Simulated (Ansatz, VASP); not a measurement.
# One calculation of Cd3Si, two programs

```
CELL_PARAMETERS angstrom
5.07382 0.00000 0.00000
-2.53691 4.39406 0.00000
0.00000 0.00000 5.16729
ATOMIC_POSITIONS crystal
Cd 0.00000 0.00000 0.50000
Cd 0.33333 0.66667 0.00000
Cd 0.66667 0.33333 0.00000
Si 0.00000 0.00000 0.00000
```

Alike in both runs: functional PBE; k mesh 12 × 12 × 10; occupations gaussian, width 0.1 eV; no spin polarisation.

Ansatz relaxed the structure, and its values are those at the end. VASP's run is a single point on that final structure, the one shown.

```csv
,VASP,Ansatz
version,VASP 6.6.1,Ansatz 0.2.0
potentials or method,"VASP PAW PBE potentials, release 64 (Cd, Si), cutoff 500 eV","scalar-relativistic, plane waves, PAW"
valence electrons in the cell,40,64
```

VASP gave:

* gap on the k mesh at the Fermi level (eV): none
* pressure (GPa): 0.2

Question: Which values does Ansatz return?

Answer: gap on the k mesh at the Fermi level (eV): none; pressure (GPa): 0.0.

A gap of «none» marks a metal or a gap that the smearing closes. VASP's potentials hold 40 valence electrons a cell and Ansatz's 64, so a difference there can come from the potentials and not from the codes.
